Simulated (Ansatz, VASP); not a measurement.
## One calculation of Pt, two programs

POSCAR

```
Pt
1.0
    0.0000000000      2.1269582839      1.6590274614
    2.1269582839      0.0000000000      1.6590274614
    2.1269582839      2.1269582839      0.0000000000
Pt
1
Direct
    0.0000000000      0.0000000000      0.0000000000
```

INCAR.step1

```
SYSTEM = Pt
PREC = Accurate
ENCUT = 520
ISMEAR = 0
SIGMA = 0.15
LREAL = .False.
LASPH = .True.
NELM = 100
NBANDS = 11
GGA = PE
ALGO = Normal
EDIFF = 1E-4
LWAVE = .True.
LCHARG = .False.
```

The input INCAR.step2:

```
SYSTEM = Pt
PREC = Accurate
ENCUT = 520
EDIFF = 1E-6
ISMEAR = 0
SIGMA = 0.15
LREAL = .False.
LASPH = .True.
NELM = 100
ALGO = Normal
ISIF = 2
LWAVE = .False.
LCHARG = .True.
METAGGA = R2SCAN
LMIXTAU = .True.
LELF = .True.
LVHAR = .True.
NBANDS = 11
ISTART = 1
```

The input KPOINTS:

```
regular mesh
0
Gamma
  24 24 24
  0 0 0
```

Input for Ansatz:

```yaml
crystal:
  lattice:
    - [0.0, 2.1269582839, 1.6590274614]
    - [2.1269582839, 0.0, 1.6590274614]
    - [2.1269582839, 2.1269582839, 0.0]
  atoms:
    - { symbol: Pt, position: [0.0, 0.0, 0.0] }
basis:
  ecutwfc: 500
kpoints:
  mp_grid: { grid: [24, 24, 24] }
hamiltonian:
  xc: r2scan
scf:
  occupations: { method: gaussian, width: 0.15 }
output:
  forces: true
  stress: true
  eigenvalues: true
```

Alike in both runs: task single point; functional r2SCAN; k mesh 24 × 24 × 24; occupations gaussian, width 0.15 eV; no spin polarisation.

```csv
,VASP,Ansatz
version,VASP 6.6.1,Ansatz 0.2.0
potentials or method,"VASP PAW PBE potentials, release 64 (Pt), cutoff 520 eV","scalar-relativistic, plane waves, PAW"
valence electrons in the cell,10,18
```

Ansatz gave:

* gap on the k mesh at the Fermi level (eV): none
* pressure (GPa): 8.1
* traceless stress, the component that is largest in VASP (GPa): 4.30

Q: What did VASP give for the same quantities?

A: gap on the k mesh at the Fermi level (eV): none; pressure (GPa): 8.9; traceless stress, the component that is largest in VASP (GPa): 4.35.

VASP's potentials were made for PBE, not for r2SCAN. A gap of «none» marks a metal or a gap that the smearing closes. VASP's potentials hold 10 valence electrons a cell and Ansatz's 18, so a difference there can come from the potentials and not from the codes.

Spin-orbit coupling is off throughout.
